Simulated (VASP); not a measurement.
# Pb7Se8 (a cell with a defect) in VASP: single point with PBEsol

Aim: the single point of Pb7Se8 (a cell with a defect) with PBEsol.

Program: VASP 6.6.1. These are calculated values, not measurements. Logs are shortened: lines on timing, memory, paths and dates and some standing lists are left out, and cuts for length are marked.

## 1. The cell of the first run

The cell holds a defect, 15 atoms: a = 8.631 Å, b = 8.631 Å, c = 8.631 Å, α = 60.00°, β = 60.00°, γ = 60.00°.

## 2. Single point, PBEsol

INCAR reads:

```
  PREC = Accurate
  ENCUT = 520
  EDIFF = 1E-7
  ISMEAR = 0
  SIGMA = 0.1
  LREAL = Auto
  LASPH = True
  NELM = 100
  ALGO = Normal
  ISIF = 2
  LWAVE = False
  LCHARG = False
  GGA = PS
  NBANDS = 86
```

KPOINTS reads:

```
regular mesh
0
Gamma
  4 4 4
```

POSCAR reads:

```
Pb7Se8
1.0
   -6.1031549502      0.0000000000      6.1031549502
   -6.1031549502     -6.1031549502      0.0000000000
    0.0000000000     -6.1031549502      6.1031549502
Pb Se
7 8
Direct
    0.4999999222      0.2500000430      0.0000000000
    0.4858530587     -0.0097434033      0.5336337561
    0.5141469495      0.5097433254      0.4663662521
    0.0336337520     -0.0097434852     -0.0141469454
   -0.0336337520      0.5097434074      0.0141469454
    0.0000000000     -0.0427311779      0.4999999222
    0.0000000000      0.5427312639      0.4999999222
    0.2671614130      0.7500000471      0.2328385092
    0.1775350632      0.2500000430      0.3224648589
    0.2658530732      0.7037215235      0.7658531592
    0.2658530732      0.2645722603      0.7658531592
    0.7341468530      0.7962784887      0.2341469308
    0.7341468530      0.2354277438      0.2341469308
    0.7328384314      0.7500000471      0.7671614990
    0.8224649449      0.2500000430      0.6775349854
```

Potentials or basis: VASP PAW PBE potentials, release 64 (Pb_d, Se).

Started as:

```bash
$ cat potpaw_PBE.64/Pb_d/POTCAR potpaw_PBE.64/Se/POTCAR > POTCAR
$ mpirun -np 1 vasp_std > vasp.out
```

OUTCAR:

```text
PREC = Accurate
   ENCUT = 520
   EDIFF = 1E-7
   ISMEAR = 0
   LREAL = Auto
   LASPH = True
   NELM = 100
   ISIF = 2
   GGA = PS

 ion  position               nearest neighbor table
   1  0.500  0.250  0.000-   9 2.78  15 2.78  11 3.43  10 3.43  12 3.43  13 3.43   5 3.95   3 3.95
                             2 3.95   4 3.95
   2  0.486  0.990  0.534-  14 2.93  12 3.05  13 3.05  10 3.11  11 3.11   9 3.20   4 3.90   1 3.95

   3  0.514  0.510  0.466-   8 2.93  11 3.05  10 3.05  13 3.11  12 3.11  15 3.20   5 3.90   1 3.95

   4  0.034  0.990  0.986-   8 2.93  12 3.05  13 3.05  10 3.11  11 3.11  15 3.20   2 3.90   1 3.95

   5  0.966  0.510  0.014-  14 2.93  11 3.05  10 3.05  13 3.11  12 3.11   9 3.20   3 3.90   1 3.95

   6  0.000  0.957  0.500-   8 2.92  14 2.92   9 2.95  15 2.95  13 3.25  10 3.25   7 3.58
   7  0.000  0.543  0.500-   8 2.92  14 2.92  15 2.95   9 2.95  12 3.25  11 3.25   6 3.58
   8  0.267  0.750  0.233-   6 2.92   7 2.92   4 2.93   3 2.93
   9  0.178  0.250  0.322-   1 2.78   6 2.95   7 2.95   5 3.20   2 3.20
  10  0.266  0.704  0.766-   5 3.05   3 3.05   4 3.11   2 3.11   6 3.25   1 3.43
  11  0.266  0.265  0.766-   5 3.05   3 3.05   2 3.11   4 3.11   7 3.25   1 3.43
  12  0.734  0.796  0.234-   2 3.05   4 3.05   5 3.11   3 3.11   7 3.25   1 3.43
  13  0.734  0.235  0.234-   2 3.05   4 3.05   3 3.11   5 3.11   6 3.25   1 3.43
  14  0.733  0.750  0.767-   6 2.92   7 2.92   2 2.93   5 2.93
  15  0.822  0.250  0.678-   1 2.78   7 2.95   6 2.95   3 3.20   4 3.20

  LATTYP: Found a face centered cubic cell.
 ALAT       =    12.2063099004

  Lattice vectors:

 A1 = (  -6.1031549502,   0.0000000000,   6.1031549502)
 A2 = (  -6.1031549502,  -6.1031549502,   0.0000000000)
 A3 = (   0.0000000000,  -6.1031549502,   6.1031549502)

Analysis of symmetry for initial positions (statically):
=====================================================================
 Subroutine PRICEL returns:
 Original cell was already a primitive cell.

 Routine SETGRP: Setting up the symmetry group for a
 face centered cubic supercell.

 Subroutine GETGRP returns: Found  8 space group operations
 (whereof  2 operations were pure point group operations)
 out of a pool of 48 trial point group operations.

The static configuration has the point symmetry C_1h.
 The point group associated with its full space group is D_2h.

Analysis of symmetry for dynamics (positions and initial velocities):
=====================================================================
 Subroutine PRICEL returns:
 Original cell was already a primitive cell.

 Routine SETGRP: Setting up the symmetry group for a
 face centered cubic supercell.

 Subroutine GETGRP returns: Found  8 space group operations
 (whereof  2 operations were pure point group operations)
 out of a pool of 48 trial point group operations.

The dynamic configuration has the point symmetry C_1h.
 The point group associated with its full space group is D_2h.

 Subroutine INISYM returns: Found  8 space group operations
 (whereof  2 operations are pure point group operations),
 and found     1 'primitive' translations

----------------------------------------------------------------------------------------

                                     Primitive cell

  volume of cell :     454.6667

  direct lattice vectors                    reciprocal lattice vectors
    -6.103154950  0.000000000  6.103154950    -0.081924841  0.081924841  0.081924841
    -6.103154950 -6.103154950  0.000000000    -0.081924841 -0.081924841 -0.081924841
     0.000000000 -6.103154950  6.103154950     0.081924841 -0.081924841  0.081924841

  length of vectors
     8.631164504  8.631164504  8.631164504     0.141897987  0.141897987  0.141897987

  position of ions in fractional coordinates (direct lattice)
     0.499999922  0.250000043  0.000000000
     0.485853059  0.990256597  0.533633756
     0.514146950  0.509743325  0.466366252
     0.033633752  0.990256515  0.985853055
     0.966366248  0.509743407  0.014146945
     0.000000000  0.957268822  0.499999922
     0.000000000  0.542731264  0.499999922
     0.267161413  0.750000047  0.232838509
     0.177535063  0.250000043  0.322464859
     0.265853073  0.703721524  0.765853159
     0.265853073  0.264572260  0.765853159
     0.734146853  0.796278489  0.234146931
     0.734146853  0.235427744  0.234146931
     0.732838431  0.750000047  0.767161499
[... 33 lines left out ...]
     0.020481210 -0.020481210  0.020481210     0.000000000  0.000000000  0.250000000

  Length of vectors
     0.035474497  0.035474497  0.035474497

  Shift w.r.t. Gamma in fractional coordinates (k-lattice)
     0.000000000  0.000000000  0.000000000

 Subroutine IBZKPT returns following result:
 ===========================================

 Found     18 irreducible k-points:

 Following reciprocal coordinates:
            Coordinates               Weight
  0.000000  0.000000  0.000000      1.000000
  0.250000  0.000000  0.000000      4.000000
  0.000000  0.250000  0.000000      4.000000
  0.500000  0.000000  0.000000      2.000000
  0.000000  0.500000  0.000000      2.000000
  0.250000  0.250000  0.000000      4.000000
[... 10 lines left out ...]
 -0.250000  0.500000  0.250000      2.000000
  0.250000 -0.250000  0.500000      4.000000
   k-points           NKPTS =     18   k-points in BZ     NKDIM =     18   number of bands    NBANDS=     86
   number of dos      NEDOS =    301   number of ions     NIONS =     15
   total plane-waves  NPLWV = 262144
   dimension x,y,z NGX =    64 NGY =   64 NGZ =   64
   dimension x,y,z NGXF=   128 NGYF=  128 NGZF=  128
   ions per type =               7   8
   NGX,Y,Z   is equivalent  to a cutoff of  12.33, 12.33, 12.33 a.u.
   NGXF,Y,Z  is equivalent  to a cutoff of  24.65, 24.65, 24.65 a.u.
 SYSTEM =  unknown system
   PREC   = accura    normal or accurate (medium, high low for compatibility)
   ISTART =      0    job   : 0-new  1-cont  2-samecut
   ICHARG =      2    charge: 1-file 2-atom 10-const
   ISPIN  =      1    spin polarized calculation?
   LNONCOLLINEAR =      F non collinear calculations
   LSORBIT =      F    spin-orbit coupling
   LASPH  =      T    aspherical Exc in radial PAW
   ENCUT  =  520.0 eV  38.22 Ry    6.18 a.u.  16.05 16.05 16.05*2*pi/ulx,y,z
   NELM   =    100;   NELMIN=  2; NELMDL= -5     # of ELM steps
   EDIFF  = 0.1E-06   stopping-criterion for ELM
   LREAL  =      T    real-space projection
   EDIFFG = 0.1E-05   stopping-criterion for IOM
   NSW    =      0    number of steps for IOM
   IBRION =     -1    ionic relax: 0-MD 1-quasi-New 2-CG
   NFREE  =      0    steps in history (QN), initial steepest desc. (CG)
   ISIF   =      2    stress and relaxation
   ISYM   =      2    0-nonsym 1-usesym 2-fastsym
   POTIM  = 0.5000    time-step for ionic-motion
   TEBEG  =    0.0;   TEEND  =   0.0 temperature during run
   PSTRESS=    0.0 pullay stress
   NELECT =     146.0000    total number of electrons
   NUPDOWN=      -1.0000    fix difference up-down
   EMIN   =  10.00;   EMAX   =-10.00  energy-range for DOS
   EFERMI =   0.00;   METHOD = LEGACY
   ISMEAR =     0;   SIGMA  =   0.10  broadening in eV -4-tet -1-fermi 0-gaus
   EFERMI_NEDOS =   21; number of points for ismear=-14 and -15
   IALGO  =     38    algorithm
   IMIX   =      4    mixing-type and parameters
     AMIX     =   0.40;   BMIX     =  1.00
     AMIX_MAG =   1.60;   BMIX_MAG =  1.00
  volume/ion in A,a.u.               =      30.31       204.55
  Fermi-wavevector in a.u.,A,eV,Ry     =   1.121058  2.118492 17.099406  1.256771
  Thomas-Fermi vector in A             =   2.257709
   LORBIT       =      0    0 simple, 1 ext, 2 COOP (PROOUT), +10 PAW based schemes
   GGA     = PS    functional components
   LHFCALC =     F    Hartree Fock is set to
   AEXX    =    0.0000 exact exchange contribution
   IVDW    =     0    specifies the selected vdW correction
   LEPSILON=     F    determine dielectric tensor
   LRPA    =     F    only Hartree local field effects (RPA)
 non-spin polarized calculation
 Gauss-broadening in eV      SIGMA  =   0.10
  energy-cutoff  :      520.00
  volume of cell :      454.67
 maximum number of plane-waves:     12278
   NGX = 33   NGY = 33   NGZ = 33

 number of electron     146.0000010 magnetization

 Free energy of the ion-electron system (eV)
  ---------------------------------------------------
  ext. energy  EPLUGINS =         0.00000000
  ---------------------------------------------------
  free energy    TOTEN  =       -63.93315667 eV

  energy without entropy =      -63.89452979  energy(sigma->0) =      -63.91384323

 E-fermi :   3.8104     XC(G=0):  -9.3612

 val. band max:        3.8023745558   @ k =  -0.2500   0.2500   0.0000
 cond. band min:       3.8200955359   @ k =   0.0000   0.5000   0.2500
 fundamental gap:      0.0177209800
 Fermi energy:         3.8103552108

 k-point     1 :       0.0000    0.0000    0.0000
  band No.  band energies     occupation
      1     -13.1124      2.00000
      2     -13.0640      2.00000
      3     -13.0611      2.00000
      4     -13.0123      2.00000
      5     -12.9868      2.00000
      6     -12.7330      2.00000
[... 1573 lines left out ...]
     84       7.2217      0.00000
     85       7.3645      0.00000
 [bands above 85 left out]

------------------------ aborting loop because EDIFF is reached ----------------------------------------

  FORCE on cell =-STRESS in cart. coord.  units (eV):
  Direction    XX          YY          ZZ          XY          YZ          ZX
  --------------------------------------------------------------------------------------
  -------------------------------------------------------------------------------------
  Total       -1.4217286     -1.4217286     -9.9089140     -0.6510203      0.0000000     -0.0000000
  in kB       -5.0099581     -5.0099581    -34.9175253     -2.2940978      0.0000000     -0.0000000
  external PRESSURE =     -14.9791472 kB  Pullay stress =       0.0000000 kB

 VOLUME and BASIS-vectors are now :
 -----------------------------------------------------------------------------
  energy-cutoff  :      520.00
  volume of cell :      454.67
      direct lattice vectors                 reciprocal lattice vectors
    -6.103154950  0.000000000  6.103154950    -0.081924841  0.081924841  0.081924841
    -6.103154950 -6.103154950  0.000000000    -0.081924841 -0.081924841 -0.081924841
     0.000000000 -6.103154950  6.103154950     0.081924841 -0.081924841  0.081924841

 POSITION                                       TOTAL-FORCE (eV/Angst)
 -----------------------------------------------------------------------------------
     -4.57737     -1.52579      3.05158         0.000000      0.000000      0.000000
     -9.00893     -9.30054      6.22209         0.002813     -0.002813      0.006482
     -6.24896     -5.95735      5.98422        -0.002813      0.002813     -0.006482
     -6.24896    -12.06050      6.22209        -0.002813      0.002813      0.006482
     -9.00893     -3.19738      5.98422         0.002813     -0.002813     -0.006482
     -5.84236     -8.89394      3.05158         0.009762      0.009762     -0.000000
     -3.31237     -6.36395      3.05158        -0.009762     -0.009762      0.000000
     -6.20789     -5.99842      3.05158        -0.008368      0.008368      0.000000
     -2.60931     -3.49384      3.05158         0.010203     -0.010203      0.000000
     -5.91746     -8.96904      6.29666        -0.001388     -0.001388     -0.010422
     -3.23727     -6.28885      6.29666         0.001388      0.001388     -0.010422
     -9.34042     -6.28885      5.90965         0.001388      0.001388      0.010422
     -5.91746     -2.86589      5.90965        -0.001388     -0.001388      0.010422
     -9.04999     -9.25947      9.15473         0.008368     -0.008368      0.000000
     -6.54542     -5.66089      9.15473        -0.010203      0.010203      0.000000
 -----------------------------------------------------------------------------------
    total drift:                                0.001650      0.003167      0.002005

  FREE ENERGIE OF THE ION-ELECTRON SYSTEM (eV)
  ---------------------------------------------------
  free  energy   TOTEN  =       -63.9331566732 eV

  energy  without entropy=      -63.8945297933  energy(sigma->0) =      -63.91384323
```

Run time: 13 min. Hardware: 1 thread of Intel Xeon 6975P-C (Granite Rapids), shared host; peak memory 0.8 GiB.

Results:

| Quantity | Value |
| --- | --- |
| Free energy | -63.9332 eV |
| Pressure | -1.5 GPa |
| Largest force | 0.014 eV/Å |
| Band gap on the k mesh | zero (bands 73 and 74 overlap by 0.52 eV) |

Forces in eV/Å, atoms in the order of the input:
```
Pb   0.000  0.000  0.000
Pb   0.003 -0.003  0.006
Pb  -0.003  0.003 -0.006
Pb  -0.003  0.003  0.006
Pb   0.003 -0.003 -0.006
Pb   0.010  0.010  0.000
Pb  -0.010 -0.010  0.000
Se  -0.008  0.008  0.000
Se   0.010 -0.010  0.000
Se  -0.001 -0.001 -0.010
Se   0.001  0.001 -0.010
Se   0.001  0.001  0.010
Se  -0.001 -0.001  0.010
Se   0.008 -0.008  0.000
Se  -0.010  0.010  0.000
```

Stress tensor (GPa, compression positive):
```
-0.50 -0.23  0.00
-0.23 -0.50  0.00
 0.00  0.00 -3.49
```

Caveat: the PAW data sets were made with another functional, which shifts forces and pressure a little; spin-orbit coupling is left out, which moves the levels of the heavy elements.
